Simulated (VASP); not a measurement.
Input of a VASP 6.6.1 run:

The input INCAR:

```
ALGO = Normal ; EDIFF = 1E-7
ENCUT = 520 ; GGA = PE
ISIF = 2 ; ISMEAR = 0
LASPH = True ; LCHARG = False
LREAL = False ; LWAVE = False
NBANDS = 48 ; NELM = 100
PREC = Accurate ; SIGMA = 0.1
```

Contents of KPOINTS:

```
k-points
0
Gamma
  12 12 4
```

File POSCAR:

```
Zn6O
1.0
    2.9981476137      0.0000000000      0.0000000000
   -1.4990738069      2.5964719978      0.0000000000
    0.0000000000      0.0000000000     13.2209672029
Zn O
6 1
Direct
    0.3333333333      0.6666666667      0.2309534390
    0.0000000000      0.0000000000      0.0109153342
    0.0000000000      0.0000000000      0.3790511541
    0.3333333333      0.6666666667      0.5326190501
    0.0000000000      0.0000000000      0.6887718422
    0.3333333333      0.6666666667      0.8470816663
    0.3333333333      0.6666666667      0.0856075140
```

Potentials or basis: VASP PAW PBE potentials, release 64 (Zn, O).

Launch:

```sh
$ cat potpaw_PBE.64/Zn/POTCAR potpaw_PBE.64/O/POTCAR > POTCAR
$ mpirun -np 1 vasp_std > vasp.out
```

Problem. Estimate the pressure.

Solution. 0.5 GPa.

Problem. Estimate the band gap on the k mesh.

Solution. Zero (bands 39 and 40 overlap by 1.28 eV).

Problem. What does it give for the largest force?

Solution. 0.074 eV/Å.

Forces in eV/Å, atoms in the order of the input:
```
Zn   0.000  0.000  0.062
Zn   0.000  0.000 -0.074
Zn   0.000  0.000  0.003
Zn   0.000  0.000  0.003
Zn   0.000  0.000  0.002
Zn   0.000  0.000  0.005
O    0.000  0.000 -0.001
```
